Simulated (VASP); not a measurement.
Here is a VASP 6.6.1 calculation.

Contents of INCAR:

```
PREC = Accurate
ENCUT = 520
EDIFF = 1E-6
ISMEAR = 0
SIGMA = 0.027000000000000003
LREAL = False
LASPH = True
NELM = 80
ALGO = Normal
ISIF = 2
LWAVE = False
LCHARG = False
GGA = PE
NBANDS = 16
```

File KPOINTS:

```
Automatic mesh
0
Gamma
  8 8 8
```

Contents of POSCAR:

```
NbTe
1.0
    3.4257000000      0.0000000000      0.0000000000
    0.0000000000      3.4257000000      0.0000000000
    0.0000000000      0.0000000000      3.4257000000
Nb Te
1 1
Direct
    0.5000000000      0.5000000000      0.5000000000
    0.0000000000      0.0000000000      0.0000000000
```

Potentials or basis: VASP PAW PBE potentials, release 64 (Nb_sv, Te).

Launch:

```sh
$ cat potpaw_PBE.64/Nb_sv/POTCAR potpaw_PBE.64/Te/POTCAR > POTCAR
$ mpirun -np 1 vasp_std > vasp.out
```

**Question.** Estimate the pressure.

**Answer.** -0.3 GPa.
